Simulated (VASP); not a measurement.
# SnC2 (Fd-3m) in VASP: a series of runs

SnC2 is run at these levels: PBE; tasks: single point, relaxation of cell and atoms.

All numbers are computed with VASP 6.6.1; they aren't measurements. Logs are shortened: lines on timing, memory, paths and dates and some standing lists are left out, and cuts for length are marked.

## Step 1: The cell of the first run

It takes space group Fd-3m (No. 227, cubic). The conventional cell has a = 6.762 Å, b = 6.762 Å, c = 6.762 Å, α = 90.00°, β = 90.00°, γ = 90.00°. Sn (site symmetry -43m) has 12 C at 2.80 Å and 4 Sn at 2.93 Å within 3.7 Å. Within 3.2 Å of C (site symmetry -3m) lie 6 C at 2.39 Å and 6 Sn at 2.80 Å.

The cell was generated, and may not be a known phase.

## Step 2: Single point, PBE

The input, INCAR:

```
PREC     = Accurate       # precision mode
ENCUT    = 520            # plane-wave cutoff, eV
EDIFF    = 1E-6           # SCF threshold, eV
ISMEAR   = 0              # smearing method
SIGMA    = 0.1            # smearing width, eV
LREAL    = False          # projectors in reciprocal space
LASPH    = True           # aspherical terms in the spheres
NELM     = 80             # most SCF steps
ALGO     = Normal         # electronic algorithm
ISIF     = 2              # what is computed and relaxed
LWAVE    = False          # write WAVECAR
LCHARG   = False          # write CHGCAR
GGA      = PE             # functional
NBANDS   = 31             # bands
```

The input, KPOINTS:

```
regular mesh
0
Gamma
  10 10 10
```

The input, POSCAR:

```
SnC2
1.0
    0.0000000000      3.3810692111      3.3810692111
    3.3810692111      0.0000000000      3.3810692111
    3.3810692111      3.3810692111      0.0000000000
Sn C
2 4
Direct
    0.5000000000      0.5000000000      0.5000000000
    0.7500000000      0.7500000000      0.7500000000
    0.1250000000      0.1250000000      0.1250000000
    0.6250000000      0.1250000000      0.1250000000
    0.1250000000      0.1250000000      0.6250000000
    0.1250000000      0.6250000000      0.1250000000
```

Potentials or basis: VASP PAW PBE potentials, release 64 (Sn_d, C).

Launch:

```bash
$ cat potpaw_PBE.64/Sn_d/POTCAR potpaw_PBE.64/C/POTCAR > POTCAR
$ mpirun -np 1 vasp_std > vasp.out
```

OUTCAR:

```text
PREC = Accurate
   ENCUT = 520
   EDIFF = 1E-6
   ISMEAR = 0
   LREAL = False
   LASPH = True
   NELM = 80
   ISIF = 2
   GGA = PE

 ion  position               nearest neighbor table
   1  0.500  0.500  0.500-   5 2.80   6 2.80   4 2.80   5 2.80   4 2.80   6 2.80   3 2.80   3 2.80
                             3 2.80   4 2.80   5 2.80   6 2.80   2 2.93   2 2.93   2 2.93   2 2.93
   2  0.750  0.750  0.750-   4 2.80   6 2.80   4 2.80   5 2.80   5 2.80   6 2.80   3 2.80   6 2.80
                             3 2.80   3 2.80   4 2.80   5 2.80   1 2.93   1 2.93   1 2.93   1 2.93
   3  0.125  0.125  0.125-   2 2.80   2 2.80   2 2.80   1 2.80   1 2.80   1 2.80
   4  0.625  0.125  0.125-   2 2.80   2 2.80   1 2.80   1 2.80   1 2.80   2 2.80
   5  0.125  0.125  0.625-   2 2.80   2 2.80   1 2.80   1 2.80   1 2.80   2 2.80
   6  0.125  0.625  0.125-   2 2.80   2 2.80   1 2.80   1 2.80   1 2.80   2 2.80

  LATTYP: Found a face centered cubic cell.
 ALAT       =     6.7621384222

  Lattice vectors:

 A1 = (   0.0000000000,   3.3810692111,   3.3810692111)
 A2 = (   3.3810692111,   0.0000000000,   3.3810692111)
 A3 = (   3.3810692111,   3.3810692111,   0.0000000000)

Analysis of symmetry for initial positions (statically):
=====================================================================
 Subroutine PRICEL returns:
 Original cell was already a primitive cell.

 Routine SETGRP: Setting up the symmetry group for a
 face centered cubic supercell.

 Subroutine GETGRP returns: Found 48 space group operations
 (whereof 24 operations were pure point group operations)
 out of a pool of 48 trial point group operations.

The static configuration has the point symmetry T_d .
 The point group associated with its full space group is O_h .

Analysis of symmetry for dynamics (positions and initial velocities):
=====================================================================
 Subroutine PRICEL returns:
 Original cell was already a primitive cell.

 Routine SETGRP: Setting up the symmetry group for a
 face centered cubic supercell.

 Subroutine GETGRP returns: Found 48 space group operations
 (whereof 24 operations were pure point group operations)
 out of a pool of 48 trial point group operations.

The dynamic configuration has the point symmetry T_d .
 The point group associated with its full space group is O_h .

 Subroutine INISYM returns: Found 48 space group operations
 (whereof 24 operations are pure point group operations),
 and found     1 'primitive' translations

----------------------------------------------------------------------------------------

                                     Primitive cell

  volume of cell :      77.3023

  direct lattice vectors                    reciprocal lattice vectors
     0.000000000  3.381069211  3.381069211    -0.147882214  0.147882214  0.147882214
     3.381069211  0.000000000  3.381069211     0.147882214 -0.147882214  0.147882214
     3.381069211  3.381069211  0.000000000     0.147882214  0.147882214 -0.147882214

  length of vectors
     4.781553934  4.781553934  4.781553934     0.256139508  0.256139508  0.256139508

  position of ions in fractional coordinates (direct lattice)
     0.500000000  0.500000000  0.500000000
     0.750000000  0.750000000  0.750000000
     0.125000000  0.125000000  0.125000000
     0.625000000  0.125000000  0.125000000
     0.125000000  0.125000000  0.625000000
     0.125000000  0.625000000  0.125000000

  ion indices of the primitive-cell ions
   primitive index   ion index
                 1           1
                 2           2
                 3           3
                 4           4
                 5           5
                 6           6

----------------------------------------------------------------------------------------

 KPOINTS: regular mesh

Automatic generation of k-mesh.
 Grid dimensions read from file:
 generate k-points for:   10   10   10

 Generating k-lattice:

  Cartesian coordinates                     Fractional coordinates (reciprocal lattice)
    -0.014788221  0.014788221  0.014788221     0.100000000  0.000000000  0.000000000
     0.014788221 -0.014788221  0.014788221     0.000000000  0.100000000  0.000000000
     0.014788221  0.014788221 -0.014788221     0.000000000  0.000000000  0.100000000

  Length of vectors
     0.025613951  0.025613951  0.025613951

  Shift w.r.t. Gamma in fractional coordinates (k-lattice)
     0.000000000  0.000000000  0.000000000

 Subroutine IBZKPT returns following result:
 ===========================================

 Found     47 irreducible k-points:

 Following reciprocal coordinates:
            Coordinates               Weight
  0.000000  0.000000  0.000000      1.000000
  0.100000  0.000000  0.000000      8.000000
  0.200000  0.000000  0.000000      8.000000
  0.300000  0.000000  0.000000      8.000000
  0.400000  0.000000  0.000000      8.000000
  0.500000  0.000000  0.000000      4.000000
[... 16 lines left out ...]
  0.300000  0.300000  0.000000      6.000000
  0.400000  0.300000  0.000000     24.000000
 [... further k-points ...]
   k-points           NKPTS =     47   k-points in BZ     NKDIM =     47   number of bands    NBANDS=     31
   number of dos      NEDOS =    301   number of ions     NIONS =      6
   total plane-waves  NPLWV =  46656
   dimension x,y,z NGX =    36 NGY =   36 NGZ =   36
   dimension x,y,z NGXF=    72 NGYF=   72 NGZF=   72
   ions per type =               2   4
   NGX,Y,Z   is equivalent  to a cutoff of  12.52, 12.52, 12.52 a.u.
   NGXF,Y,Z  is equivalent  to a cutoff of  25.03, 25.03, 25.03 a.u.
 SYSTEM =  unknown system
   PREC   = accura    normal or accurate (medium, high low for compatibility)
   ISTART =      0    job   : 0-new  1-cont  2-samecut
   ICHARG =      2    charge: 1-file 2-atom 10-const
   ISPIN  =      1    spin polarized calculation?
   LNONCOLLINEAR =      F non collinear calculations
   LSORBIT =      F    spin-orbit coupling
   LASPH  =      T    aspherical Exc in radial PAW
   ENCUT  =  520.0 eV  38.22 Ry    6.18 a.u.   8.89  8.89  8.89*2*pi/ulx,y,z
   NELM   =     80;   NELMIN=  2; NELMDL= -5     # of ELM steps
   EDIFF  = 0.1E-05   stopping-criterion for ELM
   LREAL  =      F    real-space projection
   EDIFFG = 0.1E-04   stopping-criterion for IOM
   NSW    =      0    number of steps for IOM
   IBRION =     -1    ionic relax: 0-MD 1-quasi-New 2-CG
   NFREE  =      0    steps in history (QN), initial steepest desc. (CG)
   ISIF   =      2    stress and relaxation
   ISYM   =      2    0-nonsym 1-usesym 2-fastsym
   POTIM  = 0.5000    time-step for ionic-motion
   TEBEG  =    0.0;   TEEND  =   0.0 temperature during run
   PSTRESS=    0.0 pullay stress
   NELECT =      44.0000    total number of electrons
   NUPDOWN=      -1.0000    fix difference up-down
   EMIN   =  10.00;   EMAX   =-10.00  energy-range for DOS
   EFERMI =   0.00;   METHOD = LEGACY
   ISMEAR =     0;   SIGMA  =   0.10  broadening in eV -4-tet -1-fermi 0-gaus
   EFERMI_NEDOS =   21; number of points for ismear=-14 and -15
   IALGO  =     38    algorithm
   IMIX   =      4    mixing-type and parameters
     AMIX     =   0.40;   BMIX     =  1.00
     AMIX_MAG =   1.60;   BMIX_MAG =  1.00
  volume/ion in A,a.u.               =      12.88        86.94
  Fermi-wavevector in a.u.,A,eV,Ry     =   1.356735  2.563857 25.044647  1.840730
  Thomas-Fermi vector in A             =   2.483713
   LORBIT       =      0    0 simple, 1 ext, 2 COOP (PROOUT), +10 PAW based schemes
   GGA     = PE    functional components
   LHFCALC =     F    Hartree Fock is set to
   AEXX    =    0.0000 exact exchange contribution
   IVDW    =     0    specifies the selected vdW correction
   LEPSILON=     F    determine dielectric tensor
   LRPA    =     F    only Hartree local field effects (RPA)
 non-spin polarized calculation
 Gauss-broadening in eV      SIGMA  =   0.10
  energy-cutoff  :      520.00
  volume of cell :       77.30
 maximum number of plane-waves:      2102
   NGX = 17   NGY = 17   NGZ = 17

 number of electron      44.0000012 magnetization

 Free energy of the ion-electron system (eV)
  ---------------------------------------------------
  ext. energy  EPLUGINS =         0.00000000
  ---------------------------------------------------
  free energy    TOTEN  =       -26.09311899 eV

  energy without entropy =      -26.08088057  energy(sigma->0) =      -26.08699978

 E-fermi :   8.4417     XC(G=0): -11.6889

 val. band max:        8.4413080169   @ k =  -0.2000   0.2000   0.0000
 cond. band min:       8.4540313723   @ k =  -0.4000   0.4000   0.2000
 fundamental gap:      0.0127233554
 Fermi energy:         8.4417360098

 k-point     1 :       0.0000    0.0000    0.0000
  band No.  band energies     occupation
      1     -13.3254      2.00000
      2     -13.3254      2.00000
      3     -13.3254      2.00000
      4     -13.2784      2.00000
      5     -13.2784      2.00000
      6     -13.0570      2.00000
[... 23 lines left out ...]
     30      12.8353      0.00000
     31      12.8353      0.00000

 k-point     2 :       0.1000    0.0000    0.0000
  band No.  band energies     occupation
      1     -13.3312      2.00000
      2     -13.3312      2.00000
      3     -13.3233      2.00000
      4     -13.2702      2.00000
      5     -13.2702      2.00000
      6     -13.0645      2.00000
[... 23 lines left out ...]
     30      12.7995      0.00000
     31      12.7995      0.00000

 k-point     3 :       0.2000    0.0000    0.0000
  band No.  band energies     occupation
      1     -13.3406      2.00000
      2     -13.3406      2.00000
      3     -13.3181      2.00000
      4     -13.2552      2.00000
      5     -13.2552      2.00000
      6     -13.0761      2.00000
[... 23 lines left out ...]
     30      12.7867      0.00000
     31      12.7867      0.00000

 k-point     4 :       0.3000    0.0000    0.0000
  band No.  band energies     occupation
      1     -13.3469      2.00000
      2     -13.3468      2.00000
      3     -13.3118      2.00000
      4     -13.2434      2.00000
      5     -13.2434      2.00000
      6     -13.0844      2.00000
[... 635 lines left out ...]
     30      12.7343      0.00000
     31      13.3513      0.00000

 k-point    23 :       0.3000    0.3000    0.0000
  band No.  band energies     occupation
      1     -13.3484      2.00000
      2     -13.3484      2.00000
      3     -13.3281      2.00000
      4     -13.2263      2.00000
      5     -13.1828      2.00000
      6     -13.1767      2.00000
[... 23 lines left out ...]
     30      12.6619      0.00000
     31      13.4769      0.00000

 k-point    24 :       0.4000    0.3000    0.0000
  band No.  band energies     occupation
      1     -13.3609      2.00000
      2     -13.3533      2.00000
      3     -13.3093      2.00000
      4     -13.2102      2.00000
      5     -13.1959      2.00000
      6     -13.1643      2.00000
[... 23 lines left out ...]
     30      12.7292      0.00000
     31      13.8263      0.00000

 [... further k-points ...]
[... 5 lines left out ...]
  --------------------------------------------------------------------------------------
  -------------------------------------------------------------------------------------
  Total       -0.0280415     -0.0280415     -0.0280415      0.0000000     -0.0000000     -0.0000000
  in kB       -0.5811922     -0.5811922     -0.5811922      0.0000000     -0.0000000     -0.0000000
  external PRESSURE =      -0.5811922 kB  Pullay stress =       0.0000000 kB

 VOLUME and BASIS-vectors are now :
 -----------------------------------------------------------------------------
  energy-cutoff  :      520.00
  volume of cell :       77.30
      direct lattice vectors                 reciprocal lattice vectors
     0.000000000  3.381069211  3.381069211    -0.147882214  0.147882214  0.147882214
     3.381069211  0.000000000  3.381069211     0.147882214 -0.147882214  0.147882214
     3.381069211  3.381069211  0.000000000     0.147882214  0.147882214 -0.147882214

 POSITION                                       TOTAL-FORCE (eV/Angst)
 -----------------------------------------------------------------------------------
      3.38107      3.38107      3.38107         0.000000      0.000000      0.000000
      5.07160      5.07160      5.07160        -0.000000     -0.000000     -0.000000
      0.84527      0.84527      0.84527        -0.000000      0.000000     -0.000000
      0.84527      2.53580      2.53580        -0.000000      0.000000     -0.000000
      2.53580      2.53580      0.84527        -0.000000      0.000000     -0.000000
      2.53580      0.84527      2.53580        -0.000000      0.000000     -0.000000
 -----------------------------------------------------------------------------------
    total drift:                                0.000000      0.000000      0.000000

  FREE ENERGIE OF THE ION-ELECTRON SYSTEM (eV)
  ---------------------------------------------------
  free  energy   TOTEN  =       -26.0931189909 eV

  energy  without entropy=      -26.0808805741  energy(sigma->0) =      -26.08699978
```

It took 55 s on 1 thread of Intel Xeon Platinum 8488C (Sapphire Rapids), shared host; peak memory 0.25 GiB.

Results:

| Item | Value |
| --- | --- |
| Free energy | -26.0931 eV |
| Pressure | -0.1 GPa |
| Band gap on the k mesh | zero (bands 22 and 23 overlap by 1.09 eV) |

Caveat: spin-orbit coupling is left out, which moves the levels of the heavy elements.

## Step 3: Relaxation of cell and atoms, PBE

This run uses another cell than the first one, of 13.02 Å³/atom.

The input, INCAR:

```
SYSTEM = SnC2
ALGO = Normal
EDIFF = 1E-6
EDIFFG = -0.01
ENCUT = 600
GGA = PE
IBRION = 2
ISIF = 3
ISMEAR = 0
LASPH = .True.
LCHARG = .False.
LREAL = .False.
LWAVE = .False.
NELM = 60
NSW = 100
PREC = Accurate
SIGMA = 0.1
```

The input, KPOINTS:

```
k-points
0
Gamma
  10 10 10
  0 0 0
```

Edit POSCAR of step 2 so:

```diff
@@ -2,5 +2,5 @@
 1.0
-    0.0000000000      3.3810692111      3.3810692111
-    3.3810692111      0.0000000000      3.3810692111
-    3.3810692111      3.3810692111      0.0000000000
+    0.0000000000      3.3933704502      3.3933704502
+    3.3933704502      0.0000000000      3.3933704502
+    3.3933704502      3.3933704502      0.0000000000
 Sn C
```

Potentials or basis: VASP PAW PBE potentials, release 64 (Sn_d, C).

Launch:

```bash
$ cat potpaw_PBE.64/Sn_d/POTCAR potpaw_PBE.64/C/POTCAR > POTCAR
$ mpirun -np 1 vasp_std > vasp.out
```

It took 2.6 min on 1 thread of Intel Xeon Platinum 8488C (Sapphire Rapids), shared host; peak memory 0.3 GiB.

The run converged. Its results:

* Free energy: -26.0942 eV
* Relaxed volume: 12.87 Å³/atom
* Relaxed cell: a = 4.780 Å, b = 4.780 Å, c = 4.780 Å, α = 60.00°, β = 60.00°, γ = 60.00°
* Space group after relaxing (to 0.1 Å): Fd-3m (No. 227)
* Energy gained by relaxing: 0.6 meV/atom
* Ionic steps: 3
* Pressure after relaxing: 0.0 GPa
* Band gap on the k mesh: zero (bands 22 and 23 overlap by 1.09 eV)

Step by step:
```
step  energy change (eV)  largest force (eV/Å)  pressure (GPa)  volume (Å³)
   1              0.0000                0.0000           -1.19        78.15
   2             -0.0033                0.0000            0.20        77.06
   3             -0.0034                0.0000            0.02        77.22
```

Final structure:
```yaml
crystal:
  lattice:
    - [0.00000, 3.37993, 3.37993]
    - [3.37993, 0.00000, 3.37993]
    - [3.37993, 3.37993, 0.00000]
  atoms:
    - { symbol: Sn, position: [0.50000, 0.50000, 0.50000] }
    - { symbol: Sn, position: [0.75000, 0.75000, 0.75000] }
    - { symbol: C, position: [0.12500, 0.12500, 0.12500] }
    - { symbol: C, position: [0.62500, 0.12500, 0.12500] }
    - { symbol: C, position: [0.12500, 0.12500, 0.62500] }
    - { symbol: C, position: [0.12500, 0.62500, 0.12500] }
```

Levels at points of the mesh, in eV from the Fermi level:
```
           k point  band 18  band 19  band 20  band 21  band 22  band 23  band 24  band 25  band 26
(0.00, 0.00, 0.00)    -4.75    -4.75    -2.38    -2.38    -1.31    -0.54    -0.54    -0.54     3.08
(0.50, 0.00, 0.00)    -4.71    -2.46    -1.14    -1.14    -0.47    -0.47     0.31     1.67     3.18
(0.50, 0.50, 0.00)    -2.09    -1.00    -1.00    -0.24    -0.24    -0.04    -0.04     1.59     1.59
```

Caveat: spin-orbit coupling is left out, which moves the levels of the heavy elements.
